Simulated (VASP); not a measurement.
Crystal: Te.

```
Te
1.0
     3.11245    0.00000    0.00000
     0.00000    3.22091    0.00000
    -0.17082    0.00000    3.23673
Te
1
Direct
  0.50000 0.00000 0.50000
```

The cell was built from a structure type or drawn by symmetry, and may not be a known phase.

```yaml
Program: VASP 6.6.1
Task: relaxation of cell and atoms
Functional: PBE
Potentials_or_basis: VASP PAW PBE potentials, release 64 (Te)
Cutoff: 600 eV
k_mesh: 6 × 6 × 6
Occupations: gaussian, width 0.1 eV
Spin: no spin polarisation
```

At the start: pressure 0.2 GPa; volume 32.45 Å³/atom.

Task: Where does the relaxation end?

Result: Over 18 steps the energy falls by 21.0 meV/atom and the volume is 33.10 Å³/atom (+2.0 %); space group P2/m (No. 10, to 0.1 Å) before, P4/mmm (No. 123, to 0.1 Å).

Step by step:
```csv
step,energy change (eV),largest force (eV/Å),pressure (GPa),volume (Å³)
1,0.0000,0.0000,0.17,32.45
2,-0.0061,0.0000,0.03,32.61
3,-0.0100,0.0000,0.16,33.03
4,-0.0119,0.0000,0.00,32.86
5,-0.0145,0.0000,0.07,32.94
6,-0.0152,0.0000,0.15,33.00
7,-0.0152,0.0000,0.18,33.01
8,-0.0170,0.0000,0.04,33.07
9,-0.0191,0.0000,-0.29,33.25
10,-0.0192,0.0000,-0.22,33.21
11,-0.0192,0.0000,-0.24,33.21
12,-0.0198,0.0000,-0.05,33.11
13,-0.0200,0.0000,0.10,33.03
14,-0.0205,0.0000,0.10,33.04
15,-0.0210,0.0000,0.10,33.05
16,-0.0210,0.0000,0.11,33.05
17,-0.0210,0.0000,-0.10,33.15
18,-0.0210,0.0000,0.00,33.10
```

Final structure:
```
CELL_PARAMETERS angstrom
2.98121 0.00000 0.07281
0.00000 3.33263 0.00000
-0.08489 0.00000 3.32975
ATOMIC_POSITIONS crystal
Te 0.50000 0.00000 0.50000
```
